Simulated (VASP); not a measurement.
Wanted: the native input for a VASP 6.6.1 run.

```yaml
Task: single point
Functional: PBEsol
Potentials_or_basis: VASP PAW PBE potentials, release 64 (Ta_pv)
Cutoff: 520 eV
k_mesh: 22 × 22 × 14
Occupations: gaussian, width 0.15 eV
Spin: no spin polarisation
Dipole_correction: no
Further_INCAR_settings: ALGO = Fast; EDIFF = 1e-06; NBANDS = 18
```

The structure of Ta lies in POSCAR:

```
Ta
1.0
   -1.6402597622      1.6402597622      1.6402597622
    1.6402597622     -1.6402597622      1.6402597622
    3.2805195245      3.2805195245      0.0000000000
Ta
2
Direct
    0.0053886799     -0.0053886799      0.0000000000
    0.4946113201      0.5053886799      0.5000000000
```

This cell differs from its parent crystal: atoms displaced along a vibrational mode.

The input as run:

INCAR

```
SYSTEM = Ta
PREC = Accurate
ENCUT = 520
EDIFF = 1E-6
ISMEAR = 0
SIGMA = 0.15
LREAL = .FALSE.
LASPH = .TRUE.
NELM = 80
ALGO = Fast
ISIF = 2
LWAVE = .FALSE.
LCHARG = .TRUE.
GGA = PS
LELF = .TRUE.
LVHAR = .TRUE.
NBANDS = 18
```

KPOINTS

```
Automatic mesh
0
G
  22 22 14
  0 0 0
```

Potentials or basis: VASP PAW PBE potentials, release 64 (Ta_pv).

Command:

```bash
$ cat potpaw_PBE.64/Ta_pv/POTCAR > POTCAR
$ mpirun -np 1 vasp_std > vasp.out
```

Results of the run:

| Item | Value |
| --- | --- |
| Pressure | 0.5 GPa |
| Largest force | 0.144 eV/Å |
| Band gap on the k mesh | zero (bands 11 and 12 overlap by 3.17 eV) |

Caveat: the cell differs from its parent crystal (atoms displaced along a vibrational mode); the PAW data sets were made with another functional, which shifts forces and pressure a little; spin-orbit coupling is left out, which moves the levels of the heavy elements.

Run time: 12 min on 1 thread of Oxide Virtual Turin-like Processor, on a shared host, peak memory 0.57 GiB.
